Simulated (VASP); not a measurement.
A run of VASP 6.6.1 is set up as follows.

Contents of POSCAR:

```
Sb
1.0
    2.1051293924      1.2153970214      3.5499903794
   -2.1051293924      1.2153970214      3.5499903794
    0.0000000000     -2.4307940427      3.5499903794
Sb
2
Direct
    0.2377546507      0.2377546507      0.2377546507
    0.7622453493      0.7622453493      0.7622453493
```

Contents of INCAR.step1:

```
SYSTEM = Sb
ALGO = Normal
EDIFF = 1E-5
ENCUT = 550
GGA = PE
GGA_COMPAT = .False.
ISMEAR = 0
LASPH = .True.
LCHARG = .False.
LREAL = .False.
LWAVE = .True.
NBANDS = 22
NELM = 120
PREC = Accurate
SIGMA = 0.1
```

The input INCAR.step2:

```
SYSTEM = Sb
ALGO = Normal
EDIFF = 1E-6
ENCUT = 550
GGA_COMPAT = .False.
ISIF = 2
ISMEAR = 0
ISTART = 1
IVDW = 12
LASPH = .True.
LCHARG = .False.
LMIXTAU = .True.
LREAL = .False.
LWAVE = .False.
METAGGA = R2SCAN
NBANDS = 22
NELM = 120
PREC = Accurate
SIGMA = 0.1
VDW_A1 = 0.49484001
VDW_A2 = 5.73083694
VDW_S6 = 1.0
VDW_S8 = 0.78981345
```

File KPOINTS:

```
k-points
0
Gamma
  6 6 6
  0 0 0
```

Potentials or basis: VASP PAW PBE potentials, release 64 (Sb_d_GW).

Command:

```bash
$ cat potpaw_PBE.64/Sb_d_GW/POTCAR > POTCAR
$ cp INCAR.step1 INCAR
$ mpirun -np 1 vasp_std > vasp.out
$ cp INCAR.step2 INCAR
$ mpirun -np 1 vasp_std > vasp.out
```

Question: What does it give for the band gap on the k mesh?

Answer: Zero (bands 15 and 16 overlap by 0.70 eV).

Question: What does it give for the largest force?

Answer: 0.047 eV/Å.

Question: Estimate the pressure.

Answer: 6.4 GPa.

Question: What does it give for the dispersion energy per atom?

Answer: -0.245 eV.

Stress tensor (GPa, compression positive):
```
6.38 0.00 0.00
0.00 6.38 0.00
0.00 0.00 6.47
```

Caveat: the cell stands under pressure; the PAW data sets were made with another functional, which shifts forces and pressure a little; spin-orbit coupling is left out, which moves the levels of the heavy elements.
